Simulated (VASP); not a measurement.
# BaNaAlS3 (Pnma) in VASP: single point with PBE

Aim: the single point of BaNaAlS3 with PBE.

Everything below comes from runs of VASP 6.6.1. Logs are shortened: lines on timing, memory, paths and dates and some standing lists are left out, and cuts for length are marked.

## Step 1: The cell of the first run

Symmetry: Pnma, No. 62, orthorhombic system. Conventional cell: a = 19.595 Å, b = 8.838 Å, c = 6.875 Å, α = 90.00°, β = 90.00°, γ = 90.00°. Na (site symmetry -1) has 6 S at 2.89 to 3.08 Å and 2 Al at 3.56 Å and 2 Na at 3.60 Å and 2 Ba at 3.81 Å within 3.9 Å. Within 3.8 Å of Na (site symmetry m) lie 7 S at 2.71 to 3.61 Å and 2 Na at 3.60 Å and 1 Al at 3.75 Å. Within 5.1 Å of Ba (site symmetry 1) lie 10 S at 3.16 to 5.07 Å and 5 Al at 3.66 to 4.76 Å and 4 Na at 3.81 to 4.86 Å and 4 Ba at 4.25 to 4.71 Å. Al (site symmetry m) has 4 S at 2.21 to 2.28 Å within 2.9 Å. Al (site symmetry m) has 4 S at 2.22 to 2.34 Å within 2.9 Å. S (site symmetry 1) has 2 Al at 2.28 to 2.34 Å and 2 Na at 2.71 to 2.89 Å within 3.0 Å. Within 2.9 Å of S (site symmetry m) lie 1 Al at 2.21 Å. S (site symmetry m) has 1 Al at 2.24 Å and 3 Na at 3.01 to 3.08 Å within 3.1 Å.

## Step 2: Single point, PBE

INCAR reads:

```
  ALGO = Normal
  EDIFF = 1E-6
  ENCUT = 520
  GGA = PE
  ISIF = 2
  ISMEAR = -1
  LASPH = T
  LCHARG = F
  LREAL = Auto
  LUSENCCL = F
  LWAVE = F
  NBANDS = 182
  NELM = 60
  PREC = Accurate
  SIGMA = 0.02
```

KPOINTS reads:

```
k-points
0
Gamma
  2 3 4
```

POSCAR reads:

```
BaNaAlS3
1.0
   19.5950000000      0.0000000000      0.0000000000
    0.0000000000      8.8375000000      0.0000000000
    0.0000000000      0.0000000000      6.8748000000
Na Ba Al S
8 8 8 24
Direct
    0.5000000000      0.0000000000      0.0000000000
    0.0000000000      0.0000000000      0.5000000000
    0.0000000000      0.5000000000      0.5000000000
    0.5000000000      0.5000000000      0.0000000000
    0.3907279403      0.7500000000      0.7275246899
    0.1092720597      0.2500000000      0.2275246899
    0.8907279403      0.7500000000      0.7724753101
    0.6092720597      0.2500000000      0.2724753101
    0.3318636869      0.0096811519      0.2775704154
    0.1681363131      0.9903188481      0.7775704154
    0.8318636869      0.4903188481      0.2224295846
    0.6681363131      0.5096811519      0.7224295846
    0.6681363131      0.9903188481      0.7224295846
    0.8318636869      0.0096811519      0.2224295846
    0.1681363131      0.5096811519      0.7775704154
    0.3318636869      0.4903188481      0.2775704154
    0.1868426551      0.7500000000      0.2584608347
    0.3131573449      0.2500000000      0.7584608347
    0.6868426551      0.7500000000      0.2415391653
    0.8131573449      0.2500000000      0.7415391653
    0.4592148555      0.2500000000      0.6105911270
    0.0407851445      0.7500000000      0.1105911270
    0.9592148555      0.2500000000      0.8894088730
    0.5407851445      0.7500000000      0.3894088730
    0.3895910792      0.0569854740      0.7321804010
    0.1104089208      0.9430145260      0.2321804010
    0.8895910792      0.4430145260      0.7678195990
    0.6104089208      0.5569854740      0.2678195990
    0.6104089208      0.9430145260      0.2678195990
    0.8895910792      0.0569854740      0.7678195990
    0.1104089208      0.5569854740      0.2321804010
    0.3895910792      0.4430145260      0.7321804010
    0.2504676265      0.7500000000      0.5244396316
    0.2495323735      0.2500000000      0.0244396316
    0.7504676265      0.7500000000      0.9755603684
    0.7495323735      0.2500000000      0.4755603684
    0.4558967508      0.2500000000      0.2852025963
    0.0441032492      0.7500000000      0.7852025963
    0.9558967508      0.2500000000      0.2147974037
    0.5441032492      0.7500000000      0.7147974037
    0.2600350138      0.7500000000      0.0105944888
    0.2399649862      0.2500000000      0.5105944888
    0.7600350138      0.7500000000      0.4894055112
    0.7399649862      0.2500000000      0.9894055112
    0.4414654819      0.7500000000      0.2330235347
    0.0585345181      0.2500000000      0.7330235347
    0.9414654819      0.7500000000      0.2669764653
    0.5585345181      0.2500000000      0.7669764653
```

Potentials or basis: VASP PAW PBE potentials, release 64 (Na_pv, Ba_sv, Al, S).

On the command line:

```
$ cat potpaw_PBE.64/Na_pv/POTCAR potpaw_PBE.64/Ba_sv/POTCAR potpaw_PBE.64/Al/POTCAR potpaw_PBE.64/S/POTCAR > POTCAR
$ mpirun -np 1 vasp_std > vasp.out
```

OUTCAR:

```text
EDIFF = 1E-6
   ENCUT = 520
   GGA = PE
   ISIF = 2
   ISMEAR = -1
   LASPH = T
   LREAL = Auto
   NELM = 60
   PREC = Accurate

 ion  position               nearest neighbor table
   1  0.500  0.000  0.000-
   2  0.000  0.000  0.500-
   3  0.000  0.500  0.500-
   4  0.500  0.500  0.000-
   5  0.391  0.750  0.728-  25 2.71  32 2.71
   6  0.109  0.250  0.228-  26 2.71  31 2.71
   7  0.891  0.750  0.772-  27 2.71  30 2.71
   8  0.609  0.250  0.272-  28 2.71  29 2.71
   9  0.332  0.010  0.278-  45 3.16  34 3.18  42 3.21  37 3.23  41 3.26  33 3.27  25 3.35  17 3.66
                            18 3.95  21 4.00  16 4.25  16 4.59  10 4.71  10 4.71
  10  0.168  0.990  0.778-  46 3.16  33 3.18  41 3.21  38 3.23  42 3.26  34 3.27  26 3.35  18 3.66
                            17 3.95  22 4.00  15 4.25  15 4.59   9 4.71   9 4.71
  11  0.832  0.490  0.222-  47 3.16  36 3.18  44 3.21  39 3.23  43 3.26  35 3.27  27 3.35  19 3.66
                            20 3.95  23 4.00  14 4.25  14 4.59  12 4.71  12 4.71
  12  0.668  0.510  0.722-  48 3.16  35 3.18  43 3.21  40 3.23  44 3.26  36 3.27  28 3.35  20 3.66
                            19 3.95  24 4.00  13 4.25  13 4.59  11 4.71  11 4.71
  13  0.668  0.990  0.722-  48 3.16  35 3.18  43 3.21  40 3.23  44 3.26  36 3.27  29 3.35  20 3.66
[... 29 lines left out ...]
  35  0.750  0.750  0.976-  19 2.21  13 3.18  12 3.18  14 3.27  11 3.27
  36  0.750  0.250  0.476-  20 2.21  14 3.18  11 3.18  12 3.27  13 3.27
  37  0.456  0.250  0.285-  21 2.24  16 3.23   9 3.23
  38  0.044  0.750  0.785-  22 2.24  15 3.23  10 3.23
  39  0.956  0.250  0.215-  23 2.24  14 3.23  11 3.23
  40  0.544  0.750  0.715-  24 2.24  13 3.23  12 3.23
  41  0.260  0.750  0.011-  17 2.23  15 3.21  10 3.21  16 3.26   9 3.26
  42  0.240  0.250  0.511-  18 2.23  16 3.21   9 3.21  10 3.26  15 3.26
  43  0.760  0.750  0.489-  19 2.23  13 3.21  12 3.21  14 3.26  11 3.26
  44  0.740  0.250  0.989-  20 2.23  14 3.21  11 3.21  12 3.26  13 3.26
  45  0.441  0.750  0.233-  24 2.22  16 3.16   9 3.16
  46  0.059  0.250  0.733-  23 2.22  15 3.16  10 3.16
  47  0.941  0.750  0.267-  22 2.22  14 3.16  11 3.16
  48  0.559  0.250  0.767-  21 2.22  13 3.16  12 3.16

  LATTYP: Found a simple orthorhombic cell.
 ALAT       =     6.8748000000
 B/A-ratio  =     1.2854919416
 C/A-ratio  =     2.8502647350

  Lattice vectors:

 A1 = (   0.0000000000,   0.0000000000,  -6.8748000000)
 A2 = (   0.0000000000,   8.8375000000,   0.0000000000)
 A3 = (  19.5950000000,   0.0000000000,   0.0000000000)

Analysis of symmetry for initial positions (statically):
=====================================================================
 Subroutine PRICEL returns:
 Original cell was already a primitive cell.

 Routine SETGRP: Setting up the symmetry group for a
 simple orthorhombic supercell.

 Subroutine GETGRP returns: Found  8 space group operations
 (whereof  2 operations were pure point group operations)
 out of a pool of  8 trial point group operations.

The static configuration has the point symmetry S_2 .
 The point group associated with its full space group is D_2h.

Analysis of symmetry for dynamics (positions and initial velocities):
=====================================================================
 Subroutine PRICEL returns:
 Original cell was already a primitive cell.

 Routine SETGRP: Setting up the symmetry group for a
 simple orthorhombic supercell.

 Subroutine GETGRP returns: Found  8 space group operations
 (whereof  2 operations were pure point group operations)
 out of a pool of  8 trial point group operations.

The dynamic configuration has the point symmetry S_2 .
 The point group associated with its full space group is D_2h.

 Subroutine INISYM returns: Found  8 space group operations
 (whereof  2 operations are pure point group operations),
 and found     1 'primitive' translations

----------------------------------------------------------------------------------------

                                     Primitive cell

  volume of cell :    1190.5147

  direct lattice vectors                    reciprocal lattice vectors
    19.595000000  0.000000000  0.000000000     0.051033427  0.000000000  0.000000000
     0.000000000  8.837500000  0.000000000     0.000000000  0.113154173  0.000000000
     0.000000000  0.000000000  6.874800000     0.000000000  0.000000000  0.145458777

  length of vectors
    19.595000000  8.837500000  6.874800000     0.051033427  0.113154173  0.145458777

  position of ions in fractional coordinates (direct lattice)
[... 109 lines left out ...]

  Cartesian coordinates                     Fractional coordinates (reciprocal lattice)
     0.025516713  0.000000000  0.000000000     0.500000000  0.000000000  0.000000000
     0.000000000  0.037718058  0.000000000     0.000000000  0.333333333  0.000000000
     0.000000000  0.000000000  0.036364694     0.000000000  0.000000000  0.250000000

  Length of vectors
     0.025516713  0.037718058  0.036364694

  Shift w.r.t. Gamma in fractional coordinates (k-lattice)
     0.000000000  0.000000000  0.000000000

 Subroutine IBZKPT returns following result:
 ===========================================

 Found     12 irreducible k-points:

 Following reciprocal coordinates:
            Coordinates               Weight
  0.000000  0.000000  0.000000      1.000000
  0.500000  0.000000  0.000000      1.000000
  0.000000  0.333333  0.000000      2.000000
  0.500000  0.333333  0.000000      2.000000
  0.000000  0.000000  0.250000      2.000000
  0.500000  0.000000  0.250000      2.000000
  0.000000  0.333333  0.250000      4.000000
  0.500000  0.333333  0.250000      4.000000
  0.000000  0.000000  0.500000      1.000000
  0.500000  0.000000  0.500000      1.000000
  0.000000  0.333333  0.500000      2.000000
  0.500000  0.333333  0.500000      2.000000
   k-points           NKPTS =     12   k-points in BZ     NKDIM =     12   number of bands    NBANDS=    182
   number of dos      NEDOS =    301   number of ions     NIONS =     48
   total plane-waves  NPLWV = 567000
   dimension x,y,z NGX =   150 NGY =   70 NGZ =   54
   dimension x,y,z NGXF=   300 NGYF=  140 NGZF=  108
   ions per type =               8   8   8  24
   NGX,Y,Z   is equivalent  to a cutoff of  12.73, 13.17, 13.06 a.u.
   NGXF,Y,Z  is equivalent  to a cutoff of  25.45, 26.34, 26.12 a.u.
 SYSTEM =  unknown system
   PREC   = accura    normal or accurate (medium, high low for compatibility)
   ISTART =      0    job   : 0-new  1-cont  2-samecut
   ICHARG =      2    charge: 1-file 2-atom 10-const
   ISPIN  =      1    spin polarized calculation?
   LNONCOLLINEAR =      F non collinear calculations
   LSORBIT =      F    spin-orbit coupling
   LASPH  =      T    aspherical Exc in radial PAW
   ENCUT  =  520.0 eV  38.22 Ry    6.18 a.u.  36.43 16.43 12.78*2*pi/ulx,y,z
   NELM   =     60;   NELMIN=  2; NELMDL= -5     # of ELM steps
   EDIFF  = 0.1E-05   stopping-criterion for ELM
   LREAL  =      T    real-space projection
   EDIFFG = 0.1E-04   stopping-criterion for IOM
   NSW    =      0    number of steps for IOM
   IBRION =     -1    ionic relax: 0-MD 1-quasi-New 2-CG
   NFREE  =      0    steps in history (QN), initial steepest desc. (CG)
   ISIF   =      2    stress and relaxation
   ISYM   =      2    0-nonsym 1-usesym 2-fastsym
   POTIM  = 0.5000    time-step for ionic-motion
   TEBEG  =    0.0;   TEEND  =   0.0 temperature during run
   PSTRESS=    0.0 pullay stress
   NELECT =     304.0000    total number of electrons
   NUPDOWN=      -1.0000    fix difference up-down
   EMIN   =  10.00;   EMAX   =-10.00  energy-range for DOS
   EFERMI =   0.00;   METHOD = LEGACY
   ISMEAR =    -1;   SIGMA  =   0.02  broadening in eV -4-tet -1-fermi 0-gaus
   EFERMI_NEDOS =   21; number of points for ismear=-14 and -15
   IALGO  =     38    algorithm
   IMIX   =      4    mixing-type and parameters
     AMIX     =   0.40;   BMIX     =  1.00
     AMIX_MAG =   1.60;   BMIX_MAG =  1.00
  volume/ion in A,a.u.               =      24.80       167.37
  Fermi-wavevector in a.u.,A,eV,Ry     =   1.038615  1.962697 14.676882  1.078720
  Thomas-Fermi vector in A             =   2.173107
   LORBIT       =      0    0 simple, 1 ext, 2 COOP (PROOUT), +10 PAW based schemes
   GGA     = PE    functional components
   LHFCALC =     F    Hartree Fock is set to
   AEXX    =    0.0000 exact exchange contribution
   IVDW    =     0    specifies the selected vdW correction
   LEPSILON=     F    determine dielectric tensor
   LRPA    =     F    only Hartree local field effects (RPA)
 non-spin polarized calculation
  energy-cutoff  :      520.00
  volume of cell :     1190.51
 maximum number of plane-waves:     32118
 NGX is ok and might be reduce to   150
   NGX = 73   NGY = 33   NGZ = 25

 number of electron     303.9999982 magnetization

 Free energy of the ion-electron system (eV)
  ---------------------------------------------------
  ext. energy  EPLUGINS =         0.00000000
  ---------------------------------------------------
  free energy    TOTEN  =      -228.47743745 eV

  energy without entropy =     -228.47743745  energy(sigma->0) =     -228.47743745

 E-fermi :   2.8825     XC(G=0):  -8.6978

 val. band max:        2.3483724246   @ k =   0.0000   0.0000   0.0000
 cond. band min:       5.0254783976   @ k =   0.0000   0.0000   0.0000
 fundamental gap:      2.6771059730
 Fermi energy:         2.8825171756

 k-point     1 :       0.0000    0.0000    0.0000
  band No.  band energies     occupation
      1     -24.1236      2.00000
      2     -24.1236      2.00000
      3     -24.1136      2.00000
      4     -24.1136      2.00000
      5     -24.1014      2.00000
      6     -24.1014      2.00000
[... 1993 lines left out ...]
    163       6.5045      0.00000
    164       6.5045      0.00000
 [bands above 164 left out]

------------------------ aborting loop because EDIFF is reached ----------------------------------------

  FORCE on cell =-STRESS in cart. coord.  units (eV):
  Direction    XX          YY          ZZ          XY          YZ          ZX
  --------------------------------------------------------------------------------------
  -------------------------------------------------------------------------------------
  Total        7.6179195      9.9658685      7.7358934      0.0000000     -0.0000000      0.0000000
  in kB       10.2520850     13.4119205     10.4108526      0.0000000     -0.0000000      0.0000000
  external PRESSURE =      11.3582860 kB  Pullay stress =       0.0000000 kB

 VOLUME and BASIS-vectors are now :
 -----------------------------------------------------------------------------
  energy-cutoff  :      520.00
  volume of cell :     1190.51
      direct lattice vectors                 reciprocal lattice vectors
    19.595000000  0.000000000  0.000000000     0.051033427  0.000000000  0.000000000
     0.000000000  8.837500000  0.000000000     0.000000000  0.113154173  0.000000000
     0.000000000  0.000000000  6.874800000     0.000000000  0.000000000  0.145458777

 POSITION                                       TOTAL-FORCE (eV/Angst)
 -----------------------------------------------------------------------------------
      9.79750      0.00000      0.00000         0.000000     -0.000000      0.000000
      0.00000      0.00000      3.43740         0.000000     -0.000000      0.000000
      0.00000      4.41875      3.43740         0.000000     -0.000000      0.000000
      9.79750      4.41875      0.00000         0.000000     -0.000000      0.000000
      7.65631      6.62813      5.00159         0.008164     -0.000000     -0.001167
      2.14119      2.20938      1.56419        -0.008164     -0.000000     -0.001167
[... 40 lines left out ...]
     18.44802      6.62813      1.83541         0.079059     -0.000000     -0.002521
     10.94448      2.20938      5.27281        -0.079059     -0.000000     -0.002521
 -----------------------------------------------------------------------------------
    total drift:                               -0.000000     -0.000000      0.000000

  FREE ENERGIE OF THE ION-ELECTRON SYSTEM (eV)
  ---------------------------------------------------
  free  energy   TOTEN  =      -228.4774374538 eV

  energy  without entropy=     -228.4774374538  energy(sigma->0) =     -228.47743745
```

Wall time 4.1 min (1 × NVIDIA H100 80GB with 1 thread of AMD EPYC 7R13 (Zen 3), shared host); peak memory 2.9 GiB.

What came out:

* Free energy: -228.4774 eV
* Pressure: 1.1 GPa
* Largest force: 0.079 eV/Å
* Band gap on the k mesh: 2.68 eV

Forces in eV/Å, atoms in the order of the input:
```
Na   0.000  0.000  0.000
Na   0.000  0.000  0.000
Na   0.000  0.000  0.000
Na   0.000  0.000  0.000
Na   0.008  0.000 -0.001
Na  -0.008  0.000 -0.001
Na   0.008  0.000  0.001
Na  -0.008  0.000  0.001
Ba  -0.001  0.018 -0.013
Ba   0.001 -0.018 -0.013
Ba  -0.001 -0.018  0.013
Ba   0.001  0.018  0.013
Ba   0.001 -0.018  0.013
Ba  -0.001  0.018  0.013
Ba   0.001  0.018 -0.013
Ba  -0.001 -0.018 -0.013
Al  -0.001  0.000  0.005
Al   0.001  0.000  0.005
Al  -0.001  0.000 -0.005
Al   0.001  0.000 -0.005
Al  -0.002  0.000 -0.002
Al   0.002  0.000 -0.002
Al  -0.002  0.000  0.002
Al   0.002  0.000  0.002
S    0.001  0.037  0.006
S   -0.001 -0.037  0.006
S    0.001 -0.037 -0.006
S   -0.001  0.037 -0.006
S   -0.001 -0.037 -0.006
S    0.001  0.037 -0.006
S   -0.001  0.037  0.006
S    0.001 -0.037  0.006
S   -0.008  0.000 -0.033
S    0.008  0.000 -0.033
S   -0.008  0.000  0.033
S    0.008  0.000  0.033
S    0.051  0.000  0.021
S   -0.051  0.000  0.021
S    0.051  0.000 -0.021
S   -0.051  0.000 -0.021
S    0.005  0.000  0.028
S   -0.005  0.000  0.028
S    0.005  0.000 -0.028
S   -0.005  0.000 -0.028
S    0.079  0.000  0.003
S   -0.079  0.000  0.003
S    0.079  0.000 -0.003
S   -0.079  0.000 -0.003
```

Caveat: spin-orbit coupling is left out, which moves the levels of the heavy elements. A k mesh can miss the band edges.
